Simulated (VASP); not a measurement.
Input of a VASP 6.6.1 run:

File INCAR:

```
PREC = Accurate
ENCUT = 520
EDIFF = 1E-6
ISMEAR = 0
SIGMA = 0.02
LREAL = F
LASPH = T
NELM = 60
ALGO = Normal
ISIF = 2
LWAVE = F
LCHARG = F
GGA = PE
NBANDS = 16
```

Contents of KPOINTS:

```
regular mesh
0
Gamma
  12 12 4
```

Contents of POSCAR:

```
BN
1.0
    2.6126682001     -0.0010351970      0.0000000000
   -1.3071875057      2.1571906761      0.0000000000
    0.0000000000      0.0000000000      8.4640739524
B N
2 2
Direct
    0.3431097332      0.6865839670      0.2500000000
    0.6568902668      0.3134160330      0.7500000000
    0.3207837972      0.6410946717      0.7500000000
    0.6792162028      0.3589053283      0.2500000000
```

Potentials or basis: VASP PAW PBE potentials, release 64 (B, N).

Run with:

```bash
$ cat potpaw_PBE.64/B/POTCAR potpaw_PBE.64/N/POTCAR > POTCAR
$ mpirun -np 1 vasp_std > vasp.out
```

Problem. What does it give for the band gap on the k mesh?

Solution. 4.38 eV, indirect (least direct gap 4.54 eV).

Problem. What does it give for the pressure?

Solution. -7.8 GPa.

Stress tensor (GPa, compression positive):
```
-23.52   0.21   0.00
  0.21   0.27   0.00
  0.00   0.00  -0.09
```

Caveat: the cell differs from its parent crystal (uniaxial strain along a: +4.0 %, then relaxed in part); this functional lacks dispersion, which binds the layers, so the pressure and a relaxed spacing across them are unreliable. A k mesh can miss the band edges.
